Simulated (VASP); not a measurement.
C: single point with PBE

The system is C.

```
CELL_PARAMETERS angstrom
0.00000 1.78337 1.78337
1.78337 0.00000 1.78337
1.78337 1.78337 0.00000
ATOMIC_POSITIONS crystal
C 0.75221 0.74524 0.74835
C 0.49913 0.49265 0.50189
```

This cell differs from its parent crystal: atoms moved at random.

```
Program             : VASP 6.6.1
Task                : single point
Functional          : PBE
Potentials or basis : VASP PAW PBE potentials, release 64 (C)
Cutoff              : 520 eV
k mesh              : 11 × 11 × 11
Occupations         : gaussian, width 0.02 eV
Spin                : no spin polarisation
```

The pressure is 2.5 GPa, the largest force is 0.383 eV/Å and the band gap on the k mesh is 3.97 eV (least direct gap 5.29 eV).

Forces on the atoms (eV/Å):
```
C    0.062  0.029 -0.377
C   -0.062 -0.029  0.377
```

Stress tensor (GPa, compression positive):
```
 2.50 -0.46  0.03
-0.46  2.51  0.07
 0.03  0.07  2.48
```

Levels at points of the mesh, in eV from the valence-band top:
```
           k point  band 1  band 2  band 3  band 4  band 5  band 6  band 7  band 8
(0.00, 0.00, 0.00)  -21.64   -0.32   -0.16    0.00    5.29    5.43    5.57   13.17
```

It took 33 s on 1 thread of AMD EPYC 9R45 (Zen 5), on a shared host, peak memory 0.12 GiB.

Caveat: the cell differs from its parent crystal (atoms moved at random); an odd mesh through Γ misses points on the zone boundary, where band edges can lie.
